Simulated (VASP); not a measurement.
**SnO2: single point with LDA**

SnO2:

```xyz
6
Lattice="4.7767 0.0000 0.0000 0.0000 4.7773 0.0000 0.0000 0.0000 3.2272" Properties=species:S:1:pos:R:3 pbc="T T T"
Sn    2.3884    2.3887    1.6136
Sn    0.0000    0.0000    0.0000
O     1.4616    1.4627    0.0000
O     3.8500    0.9260    1.6136
O     0.9268    3.8514    1.6136
O     3.3151    3.3146    0.0000
```

```json
{
 "Program": "VASP 6.6.1",
 "Task": "single point",
 "Functional": "LDA",
 "Potentials or basis": "VASP PAW LDA potentials, release 64 (Sn_d, O)",
 "Cutoff": "520 eV",
 "k mesh": "6 × 6 × 8",
 "Occupations": "gaussian, width 0.05 eV",
 "Spin": "no spin polarisation"
}
```

```yaml
Pressure: -5.9 GPa
Largest_force: 0.090 eV/Å
Band_gap_on_the_k_mesh: 0.80 eV, direct
```

Forces on the atoms (eV/Å):
```
Sn   0.000  0.000  0.000
Sn   0.000  0.000  0.000
O    0.064  0.063  0.000
O    0.064 -0.063  0.000
O   -0.064  0.063  0.000
O   -0.064 -0.063  0.000
```

Stress tensor (GPa, compression positive):
```
-5.42  0.00  0.00
 0.00 -5.43  0.00
 0.00  0.00 -6.92
```

Levels at points of the mesh, in eV from the valence-band top:
```
           k point  band 24  band 25  band 26  band 27  band 28  band 29
(0.00, 0.00, 0.00)    -0.78    -0.78     0.00     0.80     5.65     5.89
(0.50, 0.00, 0.00)    -1.25    -0.63    -0.63     3.99     3.99     6.63
(0.00, 0.50, 0.00)    -1.25    -0.63    -0.63     3.99     3.99     6.64
(0.50, 0.50, 0.00)    -1.38    -0.88    -0.88     4.36     4.36     7.07
(0.00, 0.00, 0.50)    -1.64    -1.24    -1.24     5.67     5.67     9.29
(0.50, 0.00, 0.50)    -1.08    -0.75    -0.75     5.94     5.94     7.61
(0.00, 0.50, 0.50)    -1.08    -0.75    -0.75     5.94     5.94     7.61
(0.50, 0.50, 0.50)    -0.96    -0.81    -0.81     4.38     4.38     8.47
```

It took 6.7 min on 1 thread of AMD EPYC 7R13 (shared host), peak memory 0.23 GiB.

Caveat: spin-orbit coupling is left out, which moves the levels of the heavy elements. LDA gaps usually lie below the measured ones, often by a third to a half.
